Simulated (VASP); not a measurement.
A run of VASP 6.6.1 is set up as follows.

INCAR

```
SYSTEM = Ta
  PREC = Accurate
  ENCUT = 520
  EDIFF = 1E-6
  ISMEAR = -1
  SIGMA = 0.1
  LREAL = .False.
  LASPH = .True.
  NELM = 80
  ALGO = Normal
  ISIF = 2
  LWAVE = .False.
  LCHARG = .True.
  GGA = PE
  LELF = .True.
  LVHAR = .True.
  NBANDS = 12
```

KPOINTS

```
regular mesh
0
Gamma
  14 14 14
  0 0 0
```

File POSCAR:

```
Ta
1.0
   -1.6512800000      1.6512800000      1.6512800000
    1.6512800000     -1.6512800000      1.6512800000
    1.6512800000      1.6512800000     -1.6512800000
Ta
1
Direct
    0.0000000000      0.0000000000      0.0000000000
```

Potentials or basis: VASP PAW PBE potentials, release 64 (Ta_pv).

Launch:

```console
$ cat potpaw_PBE.64/Ta_pv/POTCAR > POTCAR
$ mpirun -np 1 vasp_std > vasp.out
```

**Question.** Estimate the pressure.

**Answer.** 3.3 GPa.
